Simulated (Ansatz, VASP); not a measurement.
**MnHg: VASP beside Ansatz**

```
Mn Hg
1.0
     3.14694    0.00000    0.00000
     0.00000    3.14694    0.00000
     0.00000    0.00000    3.14694
Mn Hg
1 1
Cartesian
  1.5735 1.5735 1.5735
  0.0000 0.0000 0.0000
```

Alike in both runs: functional PBE; k mesh 12 × 12 × 12; occupations gaussian, width 0.1 eV; no spin polarisation.

Ansatz relaxed the structure, and its values are those at the end. VASP's run is a single point on that final structure, the one shown.

|  | VASP | Ansatz |
| --- | --- | --- |
| version | VASP 6.6.1 | Ansatz 0.2.0 |
| potentials or method | VASP PAW PBE potentials, release 64 (Mn_pv, Hg), cutoff 500 eV | scalar-relativistic, plane waves, PAW |
| valence electrons in the cell | 25 | 35 |

|  | VASP | Ansatz | Ansatz less VASP |
| --- | --- | --- | --- |
| gap on the k mesh at the Fermi level (eV) | none | none | - |
| pressure (GPa) | 1.2 | 0.0 | -1.24 |

A gap of «none» marks a metal or a gap that the smearing closes. VASP's potentials hold 25 valence electrons a cell and Ansatz's 35, so a difference there can come from the potentials and not from the codes.

Spin-orbit coupling is off throughout.
